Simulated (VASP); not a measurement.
Set up this calculation in VASP 6.6.1, as the native input.

* Task: single point
* Functional: PBE
* Potentials or basis: VASP PAW PBE potentials, release 64 (Pb_d)
* Cutoff: 520 eV
* k mesh: 16 × 16 × 16
* Occupations: gaussian, width 0.1 eV
* Spin: no spin polarisation
* Dipole correction: no
* Further INCAR settings: ALGO = Normal; EDIFF = 1e-06; NBANDS = 13

The structure of Pb lies in POSCAR:

```
Pb
1.0
    0.0000000000      2.4200641640      2.4200641640
    2.4200641640      0.0000000000      2.4200641640
    2.4200641640      2.4200641640      0.0000000000
Pb
1
Direct
    0.0000000000      0.0000000000      0.0000000000
```

This cell differs from its parent crystal: Ge replaced by Pb, lengths x 1.130, strained.

One way to write it, as run:

INCAR

```
SYSTEM = Pb
PREC = Accurate
ENCUT = 520
EDIFF = 1E-6
ISMEAR = 0
SIGMA = 0.1
LREAL = .False.
LASPH = .True.
NELM = 80
ALGO = Normal
ISIF = 2
LWAVE = .False.
LCHARG = .True.
GGA = PE
LELF = .True.
LVHAR = .True.
NBANDS = 13
```

KPOINTS

```
Automatic mesh
0
Gamma
  16 16 16
  0 0 0
```

Potentials or basis: VASP PAW PBE potentials, release 64 (Pb_d).

Command:

```bash
$ cat potpaw_PBE.64/Pb_d/POTCAR > POTCAR
$ mpirun -np 1 vasp_std > vasp.out
```

Results of the run:

| Quantity | Value |
| --- | --- |
| Pressure | 6.4 GPa |
| Band gap on the k mesh | zero (band 7 reaches 16.02 eV, above the bottom of band 8 at 6.22 eV) |

Caveat: the cell differs from its parent crystal (Ge replaced by Pb, lengths x 1.130, strained); spin-orbit coupling is left out, which moves the levels of the heavy elements.

Wall time 24 s on 1 thread of Intel Xeon 6975P-C (shared host), peak memory 0.19 GiB.
